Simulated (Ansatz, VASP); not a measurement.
# C: VASP beside Ansatz

```xyz
2
Lattice="0.0000 1.7714 1.7714 1.7714 0.0000 1.7714 1.7714 1.7714 0.0000" Properties=species:S:1:pos:R:3 pbc="T T T"
C     2.6571    2.6571    2.6571
C     1.7714    1.7714    1.7714
```

Alike in both runs: task single point; functional r2SCAN; dispersion rVV10; k mesh 13 × 13 × 13; occupations fermi-dirac, width 0.05 eV; no spin polarisation.

```csv
,VASP,Ansatz
version,VASP 6.6.1,Ansatz 0.2.0
potentials or method,"VASP PAW PBE potentials, release 64 (C)",Ansatz PAW
plane-wave cutoff (eV),520,500
valence electrons in the cell,8,8
```

VASP gave:

| Property | Result |
| --- | --- |
| gap on the k mesh at the Fermi level (eV) | 4.35 |
| least direct gap on the mesh (eV) | 5.88 |
| pressure (GPa) | 7.1 |

**Question.** What did Ansatz give for the same quantities?

**Answer.** gap on the k mesh at the Fermi level (eV): 4.38; least direct gap on the mesh (eV): 5.93; pressure (GPa): 5.9.

VASP's potentials were made for PBE, not for r2SCAN.

Noted on Ansatz's run: odd divisions of the mesh miss points on the zone boundary, where band edges often lie, so the gap on the mesh can be too wide.
